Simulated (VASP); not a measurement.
Wanted: the native input for a VASP 6.6.1 run.

| Property | Result |
| --- | --- |
| Task | single point |
| Functional | r2SCAN |
| Potentials or basis | VASP PAW PBE potentials, release 64 (Hf_pv, O) |
| Cutoff | 520 eV |
| k mesh | 10 × 10 × 10 |
| Occupations | gaussian, width 0.01 eV |
| Spin | no spin polarisation |
| Dipole correction | no |
| Further INCAR settings | ALGO = Normal; EDIFF = 1e-06; NBANDS = 31 |

HfO2:

```
Hf O
1.0
    -1.99647    1.99647    5.27249
     1.99647   -1.99647    5.27249
     1.99647    1.99647   -5.27249
Hf O
2 4
Direct
  0.00000 0.00000 0.00000
  0.75000 0.25000 0.50000
  0.95211 0.45211 0.50000
  0.20211 0.20211 0.00000
  0.54789 0.04789 0.50000
  0.79789 0.79789 0.00000
```

The input as run:

POSCAR

```
HfO2
1.0
   -1.9964675698      1.9964675698      5.2724887891
    1.9964675698     -1.9964675698      5.2724887891
    1.9964675698      1.9964675698     -5.2724887891
Hf O
2 4
Direct
    0.0000000000      0.0000000000      0.0000000000
    0.7500000000      0.2500000000      0.5000000000
    0.9521122371      0.4521122371      0.5000000000
    0.2021122371      0.2021122371      0.0000000000
    0.5478877629      0.0478877629      0.5000000000
    0.7978877629      0.7978877629      0.0000000000
```

INCAR.step1

```
PREC = Accurate
ENCUT = 520
ISMEAR = 0
SIGMA = 0.01
LREAL = F
LASPH = T
NELM = 80
NBANDS = 31
GGA = PE
ALGO = Normal
EDIFF = 1E-4
LWAVE = T
LCHARG = F
```

INCAR.step2

```
PREC = Accurate
ENCUT = 520
EDIFF = 1E-6
ISMEAR = 0
SIGMA = 0.01
LREAL = F
LASPH = T
NELM = 80
ALGO = Normal
ISIF = 2
LWAVE = F
LCHARG = F
METAGGA = R2SCAN
LMIXTAU = T
NBANDS = 31
ISTART = 1
```

KPOINTS

```
regular mesh
0
Gamma
  10 10 10
```

Potentials or basis: VASP PAW PBE potentials, release 64 (Hf_pv, O).

Command:

```console
$ cat potpaw_PBE.64/Hf_pv/POTCAR potpaw_PBE.64/O/POTCAR > POTCAR
$ cp INCAR.step1 INCAR
$ mpirun -np 1 vasp_std > vasp.out
$ cp INCAR.step2 INCAR
$ mpirun -np 1 vasp_std > vasp.out
```

It gave:

The pressure is -2.8 GPa and the largest force is 0.052 eV/Å. The band gap on the k mesh is 5.03 eV (least direct gap 5.28 eV).

Caveat: the PAW data sets were made with another functional, which shifts forces and pressure a little; spin-orbit coupling is left out, which moves the levels of the heavy elements.

Run time: 32 min on 1 thread of Intel(R) Xeon(R) Platinum 8259CL CPU @ 2.50GHz (Skylake/Cascade Lake), on a shared host, peak memory 0.5 GiB.
